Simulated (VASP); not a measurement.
# TaRu (Cmmm) in VASP: single point with LDA

Aim: the single point of TaRu with LDA.

Program: VASP 6.6.1. These are calculated values, not measurements. Logs are shortened: lines on timing, memory, paths and dates and some standing lists are left out, and cuts for length are marked.

### Step 1. The cell of the first run

The structure is orthorhombic, space group Cmmm (No. 65). Conventional cell: a = 3.441 Å, b = 4.683 Å, c = 4.162 Å, α = 90.00°, β = 90.00°, γ = 90.00°. Ta (site symmetry mmm) has 8 Ru at 2.70 to 3.13 Å and 6 Ta at 2.91 to 3.44 Å within 3.6 Å. Ru (site symmetry mmm) has 8 Ta at 2.70 to 3.13 Å and 6 Ru at 2.91 to 3.44 Å within 3.6 Å.

### Step 2. Single point, LDA (strain +0.0400 x Voigt [1, 0, 0, 0, 0, 0])

INCAR

```
PREC = Accurate
ENCUT = 520
EDIFF = 1E-6
ISMEAR = 0
SIGMA = 0.15
LREAL = F
LASPH = T
NELM = 80
ALGO = Fast
ISIF = 2
LWAVE = F
LCHARG = F
NBANDS = 20
```

KPOINTS

```
regular mesh
0
Gamma
  18 18 12
```

POSCAR

```
TaRu
1.0
    1.7202868800     -2.3416130000      0.0000000000
    1.7202868800      2.3416130000      0.0000000000
    0.0000000000      0.0000000000      4.1624230000
Ta Ru
1 1
Direct
    0.5000000000      0.5000000000      0.5000000000
    0.0000000000      0.0000000000      0.0000000000
```

Potentials or basis: VASP PAW LDA potentials, release 64 (Ta_pv, Ru_pv).

Command:

```sh
cat potpaw_LDA.64/Ta_pv/POTCAR potpaw_LDA.64/Ru_pv/POTCAR > POTCAR
mpirun -np 1 vasp_std > vasp.out
```

OUTCAR:

```text
PREC = Accurate
   ENCUT = 520
   EDIFF = 1E-6
   ISMEAR = 0
   LREAL = F
   LASPH = T
   NELM = 80
   ISIF = 2

 ion  position               nearest neighbor table
   1  0.500  0.500  0.500-   2 2.70   2 2.70   2 2.70   2 2.70   2 3.13   2 3.13   2 3.13   2 3.13

   2  0.000  0.000  0.000-   1 2.70   1 2.70   1 2.70   1 2.70   1 3.13   1 3.13   1 3.13   1 3.13

  LATTYP: Found a base centered orthorhombic cell.
 ALAT       =     3.4405737600
 B/A-ratio  =     1.3611758755
 C/A-ratio  =     1.2098049018

  Lattice vectors:

 A1 = (   1.7202868800,  -2.3416130000,   0.0000000000)
 A2 = (   1.7202868800,   2.3416130000,   0.0000000000)
 A3 = (   0.0000000000,   0.0000000000,   4.1624230000)

Analysis of symmetry for initial positions (statically):
=====================================================================
 Subroutine PRICEL returns:
 Original cell was already a primitive cell.

 Routine SETGRP: Setting up the symmetry group for a
 base centered orthorhombic supercell.

 Subroutine GETGRP returns: Found  8 space group operations
 (whereof  8 operations were pure point group operations)
 out of a pool of  8 trial point group operations.

The static configuration has the point symmetry D_2h.

Analysis of symmetry for dynamics (positions and initial velocities):
=====================================================================
 Subroutine PRICEL returns:
 Original cell was already a primitive cell.

 Routine SETGRP: Setting up the symmetry group for a
 base centered orthorhombic supercell.

 Subroutine GETGRP returns: Found  8 space group operations
 (whereof  8 operations were pure point group operations)
 out of a pool of  8 trial point group operations.

The dynamic configuration has the point symmetry D_2h.

 Subroutine INISYM returns: Found  8 space group operations
 (whereof  8 operations are pure point group operations),
 and found     1 'primitive' translations

----------------------------------------------------------------------------------------

                                     Primitive cell

  volume of cell :      33.5345

  direct lattice vectors                    reciprocal lattice vectors
     1.720286880 -2.341613000  0.000000000     0.290649197 -0.213528025  0.000000000
     1.720286880  2.341613000  0.000000000     0.290649197  0.213528025  0.000000000
     0.000000000  0.000000000  4.162423000     0.000000000  0.000000000  0.240244684

  length of vectors
     2.905604652  2.905604652  4.162423000     0.360653814  0.360653814  0.240244684

  position of ions in fractional coordinates (direct lattice)
     0.500000000  0.500000000  0.500000000
     0.000000000  0.000000000  0.000000000

  ion indices of the primitive-cell ions
   primitive index   ion index
                 1           1
                 2           2

----------------------------------------------------------------------------------------

 KPOINTS: regular mesh

Automatic generation of k-mesh.
 Grid dimensions read from file:
 generate k-points for:   18   18   12

 Generating k-lattice:

  Cartesian coordinates                     Fractional coordinates (reciprocal lattice)
     0.016147178 -0.011862668  0.000000000     0.055555556  0.000000000  0.000000000
     0.016147178  0.011862668  0.000000000     0.000000000  0.055555556  0.000000000
     0.000000000  0.000000000  0.020020390     0.000000000  0.000000000  0.083333333

  Length of vectors
     0.020036323  0.020036323  0.020020390

  Shift w.r.t. Gamma in fractional coordinates (k-lattice)
     0.000000000  0.000000000  0.000000000

 Subroutine IBZKPT returns following result:
 ===========================================

 Found    637 irreducible k-points:

 Following reciprocal coordinates:
            Coordinates               Weight
  0.000000  0.000000  0.000000      1.000000
  0.055556  0.000000  0.000000      4.000000
  0.111111  0.000000  0.000000      4.000000
  0.166667  0.000000  0.000000      4.000000
  0.222222  0.000000  0.000000      4.000000
  0.277778  0.000000  0.000000      4.000000
[... 16 lines left out ...]
 -0.277778  0.055556  0.000000      4.000000
 -0.222222  0.055556  0.000000      4.000000
 [... further k-points ...]
   k-points           NKPTS =    637   k-points in BZ     NKDIM =    637   number of bands    NBANDS=     20
   number of dos      NEDOS =    301   number of ions     NIONS =      2
   total plane-waves  NPLWV =  18432
   dimension x,y,z NGX =    24 NGY =   24 NGZ =   32
   dimension x,y,z NGXF=    48 NGYF=   48 NGZF=   64
   ions per type =               1   1
   NGX,Y,Z   is equivalent  to a cutoff of  13.73, 13.73, 12.78 a.u.
   NGXF,Y,Z  is equivalent  to a cutoff of  27.46, 27.46, 25.56 a.u.
 SYSTEM =  unknown system
   PREC   = accura    normal or accurate (medium, high low for compatibility)
   ISTART =      0    job   : 0-new  1-cont  2-samecut
   ICHARG =      2    charge: 1-file 2-atom 10-const
   ISPIN  =      1    spin polarized calculation?
   LNONCOLLINEAR =      F non collinear calculations
   LSORBIT =      F    spin-orbit coupling
   LASPH  =      T    aspherical Exc in radial PAW
   ENCUT  =  520.0 eV  38.22 Ry    6.18 a.u.   5.40  5.40  7.74*2*pi/ulx,y,z
   NELM   =     80;   NELMIN=  2; NELMDL= -5     # of ELM steps
   EDIFF  = 0.1E-05   stopping-criterion for ELM
   LREAL  =      F    real-space projection
   EDIFFG = 0.1E-04   stopping-criterion for IOM
   NSW    =      0    number of steps for IOM
   IBRION =     -1    ionic relax: 0-MD 1-quasi-New 2-CG
   NFREE  =      0    steps in history (QN), initial steepest desc. (CG)
   ISIF   =      2    stress and relaxation
   ISYM   =      2    0-nonsym 1-usesym 2-fastsym
   POTIM  = 0.5000    time-step for ionic-motion
   TEBEG  =    0.0;   TEEND  =   0.0 temperature during run
   PSTRESS=    0.0 pullay stress
   NELECT =      25.0000    total number of electrons
   NUPDOWN=      -1.0000    fix difference up-down
   EMIN   =  10.00;   EMAX   =-10.00  energy-range for DOS
   EFERMI =   0.00;   METHOD = LEGACY
   ISMEAR =     0;   SIGMA  =   0.15  broadening in eV -4-tet -1-fermi 0-gaus
   EFERMI_NEDOS =   21; number of points for ismear=-14 and -15
   IALGO  =     68    algorithm
   IMIX   =      4    mixing-type and parameters
     AMIX     =   0.40;   BMIX     =  1.00
     AMIX_MAG =   1.60;   BMIX_MAG =  1.00
  volume/ion in A,a.u.               =      16.77       113.15
  Fermi-wavevector in a.u.,A,eV,Ry     =   1.484422  2.805151 29.980562  2.203509
  Thomas-Fermi vector in A             =   2.597961
   LORBIT       =      0    0 simple, 1 ext, 2 COOP (PROOUT), +10 PAW based schemes
   GGA     = CA    functional components
   LHFCALC =     F    Hartree Fock is set to
   AEXX    =    0.0000 exact exchange contribution
   IVDW    =     0    specifies the selected vdW correction
   LEPSILON=     F    determine dielectric tensor
   LRPA    =     F    only Hartree local field effects (RPA)
 non-spin polarized calculation
 RMM-DIIS sequential band-by-band and
 Gauss-broadening in eV      SIGMA  =   0.15
  energy-cutoff  :      520.00
  volume of cell :       33.53
 maximum number of plane-waves:       926
 NGX is ok and might be reduce to    24
   NGX = 11   NGY = 11   NGZ = 15

 number of electron      25.0000003 magnetization

 Free energy of the ion-electron system (eV)
  ---------------------------------------------------
  ext. energy  EPLUGINS =         0.00000000
  ---------------------------------------------------
  free energy    TOTEN  =       -23.53573961 eV

  energy without entropy =      -23.50791153  energy(sigma->0) =      -23.52182557

 E-fermi :   8.0421     XC(G=0): -13.1449

 val. band max:        8.0420095812   @ k =  -0.1667   0.0556   0.0833
 cond. band min:       8.0472237824   @ k =   0.1667   0.1667   0.2500
 fundamental gap:      0.0052142012
 Fermi energy:         8.0421075840

 k-point     1 :       0.0000    0.0000    0.0000
  band No.  band energies     occupation
      1     -34.4088      2.00000
      2     -34.1865      2.00000
      3     -34.0624      2.00000
      4     -26.3215      2.00000
      5     -25.9629      2.00000
      6     -25.8261      2.00000
[... 12 lines left out ...]
     19      19.1451      0.00000
     20      19.9640      0.00000

 k-point     2 :       0.0556    0.0000    0.0000
  band No.  band energies     occupation
      1     -34.4073      2.00000
      2     -34.1899      2.00000
      3     -34.0670      2.00000
      4     -26.3205      2.00000
      5     -25.9747      2.00000
      6     -25.8382      2.00000
[... 12 lines left out ...]
     19      19.2626      0.00000
     20      20.1302      0.00000

 k-point     3 :       0.1111    0.0000    0.0000
  band No.  band energies     occupation
      1     -34.4030      2.00000
      2     -34.2015      2.00000
      3     -34.0786      2.00000
      4     -26.3180      2.00000
      5     -26.0189      2.00000
      6     -25.8625      2.00000
[... 12 lines left out ...]
     19      19.2023      0.00000
     20      20.0511      0.00000

 k-point     4 :       0.1667    0.0000    0.0000
  band No.  band energies     occupation
      1     -34.3963      2.00000
      2     -34.2234      2.00000
      3     -34.0919      2.00000
      4     -26.3140      2.00000
      5     -26.1047      2.00000
      6     -25.8804      2.00000
[... 12 lines left out ...]
     19      18.4517      0.00000
     20      20.1879      0.00000

 k-point     5 :       0.2222    0.0000    0.0000
  band No.  band energies     occupation
      1     -34.3881      2.00000
      2     -34.2559      2.00000
      3     -34.1025      2.00000
      4     -26.3091      2.00000
      5     -26.2199      2.00000
      6     -25.8901      2.00000
[... 12 lines left out ...]
     19      17.5000      0.00000
     20      20.2783      0.00000

 k-point     6 :       0.2778    0.0000    0.0000
  band No.  band energies     occupation
      1     -34.3794      2.00000
      2     -34.2948      2.00000
      3     -34.1091      2.00000
      4     -26.3448      2.00000
      5     -26.3039      2.00000
      6     -25.8957      2.00000
[... 12 lines left out ...]
     19      17.6365      0.00000
     20      19.8878      0.00000

 k-point     7 :       0.3333    0.0000    0.0000
  band No.  band energies     occupation
      1     -34.3712      2.00000
      2     -34.3337      2.00000
      3     -34.1129      2.00000
      4     -26.4617      2.00000
      5     -26.2991      2.00000
      6     -25.8993      2.00000
[... 12 lines left out ...]
     19      18.7475      0.00000
     20      19.3894      0.00000
[... 277 lines left out ...]
 k-point    20 :      -0.4444    0.0556    0.0000
  band No.  band energies     occupation
      1     -34.3851      2.00000
      2     -34.3606      2.00000
      3     -34.1228      2.00000
      4     -26.6086      2.00000
      5     -26.2878      2.00000
      6     -25.9185      2.00000
[... 12 lines left out ...]
     19      19.0275      0.00000
     20      20.5669      0.00000

 k-point    21 :      -0.3889    0.0556    0.0000
  band No.  band energies     occupation
      1     -34.3658      2.00000
      2     -34.3625      2.00000
      3     -34.1214      2.00000
      4     -26.5439      2.00000
      5     -26.2889      2.00000
      6     -25.9143      2.00000
[... 12 lines left out ...]
     19      19.1441      0.00000
     20      19.6196      0.00000

 k-point    22 :      -0.3333    0.0556    0.0000
  band No.  band energies     occupation
      1     -34.3731      2.00000
      2     -34.3291      2.00000
      3     -34.1194      2.00000
      4     -26.4468      2.00000
      5     -26.2920      2.00000
      6     -25.9105      2.00000
[... 12 lines left out ...]
     19      18.4753      0.00000
     20      19.5660      0.00000

 k-point    23 :      -0.2778    0.0556    0.0000
  band No.  band energies     occupation
      1     -34.3815      2.00000
      2     -34.2897      2.00000
      3     -34.1158      2.00000
      4     -26.3280      2.00000
      5     -26.2966      2.00000
      6     -25.9073      2.00000
[... 12 lines left out ...]
     19      17.2856      0.00000
     20      20.1033      0.00000

 k-point    24 :      -0.2222    0.0556    0.0000
  band No.  band energies     occupation
      1     -34.3900      2.00000
      2     -34.2508      2.00000
      3     -34.1095      2.00000
      4     -26.3021      2.00000
      5     -26.2021      2.00000
      6     -25.9040      2.00000
[... 12 lines left out ...]
     19      18.0796      0.00000
     20      20.5304      0.00000

 [... further k-points ...]
[... 5 lines left out ...]
  --------------------------------------------------------------------------------------
  -------------------------------------------------------------------------------------
  Total       -4.2800142     -3.9774847     -4.9094993      0.0000000      0.0000000      0.0000000
  in kB     -204.4860033   -190.0320670   -234.5608805      0.0000000      0.0000000      0.0000000
  external PRESSURE =    -209.6929836 kB  Pullay stress =       0.0000000 kB

 VOLUME and BASIS-vectors are now :
 -----------------------------------------------------------------------------
  energy-cutoff  :      520.00
  volume of cell :       33.53
      direct lattice vectors                 reciprocal lattice vectors
     1.720286880 -2.341613000  0.000000000     0.290649197 -0.213528025  0.000000000
     1.720286880  2.341613000  0.000000000     0.290649197  0.213528025  0.000000000
     0.000000000  0.000000000  4.162423000     0.000000000  0.000000000  0.240244684

 POSITION                                       TOTAL-FORCE (eV/Angst)
 -----------------------------------------------------------------------------------
      1.72029      0.00000      2.08121         0.000000      0.000000      0.000000
      0.00000      0.00000      0.00000         0.000000      0.000000      0.000000
 -----------------------------------------------------------------------------------
    total drift:                                0.000000     -0.000000      0.000000

  FREE ENERGIE OF THE ION-ELECTRON SYSTEM (eV)
  ---------------------------------------------------
  free  energy   TOTEN  =       -23.5357396134 eV

  energy  without entropy=      -23.5079115259  energy(sigma->0) =      -23.52182557
```

It took 5.5 min on 1 thread of Intel Xeon 8259CL, shared host; peak memory 0.5 GiB.

What came out:

| Property | Result |
| --- | --- |
| Free energy | -23.5357 eV |
| Pressure | -21.0 GPa |
| Band gap on the k mesh | zero (an odd number of electrons rules out a gap without spin polarisation) |

Stress tensor (GPa, compression positive):
```
-20.45   0.00   0.00
  0.00 -19.00   0.00
  0.00   0.00 -23.46
```

Levels at points of the mesh, in eV from the Fermi level:
```
           k point  band 9  band 10  band 11  band 12  band 13  band 14  band 15  band 16  band 17  band 18
(0.00, 0.00, 0.00)   -3.61    -2.51    -1.23    -0.37    -0.32     1.22     2.68     3.53     3.66     5.72
(0.50, 0.00, 0.00)   -2.80    -2.52    -1.68    -1.39    -0.61    -0.12     2.81     3.25     3.25     7.56
(0.50, 0.50, 0.00)   -4.69    -3.99     0.78     1.15     1.93     3.07     3.96     5.03     6.25     6.75
(0.00, 0.00, 0.50)   -2.91    -1.64    -1.48    -0.92    -0.45    -0.41     0.27     2.17     2.80     3.01
(0.50, 0.00, 0.50)   -3.02    -2.69    -0.45     0.57     0.93     1.14     2.18     3.25     3.93     5.73
(0.50, 0.50, 0.50)   -3.31    -2.64    -2.00    -0.92    -0.08     1.19     1.83     6.15     6.91     7.45
```

Caveat: the cell differs from its parent crystal (strain +0.0400 x Voigt [1, 0, 0, 0, 0, 0]); the cell stands under tension; spin-orbit coupling is left out, which moves the levels of the heavy elements.
